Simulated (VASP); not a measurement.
Input of a VASP 6.6.1 run:

Contents of INCAR:

```
SYSTEM = TiO2
  PREC = Accurate
  ENCUT = 520
  EDIFF = 1E-6
  ISMEAR = -1
  SIGMA = 0.36
  LREAL = .False.
  LASPH = .True.
  NELM = 100
  ALGO = Normal
  ISIF = 2
  LWAVE = .False.
  LCHARG = .True.
  GGA = PE
  IVDW = 12
  LELF = .True.
  LVHAR = .True.
  NBANDS = 60
```

The input KPOINTS:

```
regular mesh
0
Gamma
  3 3 1
  0 0 0
```

POSCAR

```
TiO2
1.0
    3.9196710000      0.0000000000      0.0000000000
    0.0000000000      3.9196710000      0.0000000000
    0.0000000000      0.0000000000      9.8882110000
Ti O
4 8
Direct
   -0.1141932575     -0.0282166539     -0.0402701763
   -0.0161238022      0.6021933984      0.2135876753
    0.4452414501      0.4166676234      0.4840814987
    0.4552422895      0.0055616913      0.7435622076
    0.0171698084      0.0445190425      0.2150136157
    0.0255633700      0.4923117272      0.4321408595
   -0.0680159126      0.5602766151      0.0223498467
   -0.0750828322     -0.2127729598      0.7791601534
    0.6649792801      0.4685087090      0.6766845894
    0.3866906177      0.0315842835      0.9255162536
    0.2930603104     -0.0389573513      0.5738449554
    0.4643501967      0.5087927022      0.2266941917
```

Potentials or basis: VASP PAW PBE potentials, release 64 (Ti_sv, O).

Launch:

```console
$ cat potpaw_PBE.64/Ti_sv/POTCAR potpaw_PBE.64/O/POTCAR > POTCAR
$ mpirun -np 1 vasp_std > vasp.out
```

(1) Predict the dispersion energy per atom.

(2) Estimate the largest force.

Answers

(1) -0.202 eV.

(2) 5.618 eV/Å.

Caveat: the k points lie up to 0.64 Å⁻¹ apart; forces of over 1 eV/Å act on the atoms, so gaps and moduli don't describe the material at rest.
